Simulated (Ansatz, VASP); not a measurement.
# ZnS: VASP beside Ansatz

```
Zn S
1.0
     6.70326    0.00647   -0.00081
     0.00643    6.70154   -0.00273
    -0.00088   -0.00277    6.70661
Zn S
6 6
Direct
  0.49845 0.99960 0.75016
  0.75018 0.49963 0.99812
  0.99932 0.74994 0.49894
  0.50128 0.00060 0.25016
  0.25012 0.50058 0.00143
  0.00043 0.25001 0.50065
  0.00123 0.50073 0.74990
  0.74981 0.00075 0.50131
  0.50006 0.75002 0.00038
  0.99897 0.49913 0.24994
  0.25000 0.99900 0.49903
  0.50014 0.24999 0.99997
```

Change from the starting cell: cell x1, atoms moved at random (sigma 0.05 Å) and cell strained at random (1.5 %), then relaxed without symmetry.

Alike in both runs: functional PBE; k mesh 2 × 2 × 2; occupations gaussian, width 0.1 eV; no spin polarisation.

Ansatz relaxed the structure, and its values are those at the end. VASP's run is a single point on that final structure, the one shown.

|  | VASP | Ansatz |
| --- | --- | --- |
| version | VASP 6.6.1 | Ansatz 0.2.0 |
| potentials or method | VASP PAW PBE potentials, release 64 (Zn, S), cutoff 520 eV | scalar-relativistic, plane waves, PAW |
| valence electrons in the cell | 108 | 108 |

|  | VASP | Ansatz | Ansatz less VASP |
| --- | --- | --- | --- |
| gap on the k mesh at the Fermi level (eV) | 1.97 | 1.97 | +0.002 |
| least direct gap on the mesh (eV) | 1.97 | 1.97 | +0.002 |
| pressure (GPa) | 0.1 | 0.0 | -0.12 |
| rms of the force components (eV/Å) | 0.005 | 0.005 | -0.0002 |

The functional is the same, so the differences come from potentials, cutoffs and numerics.

The k mesh is coarse, so the values compare programs but aren't converged.
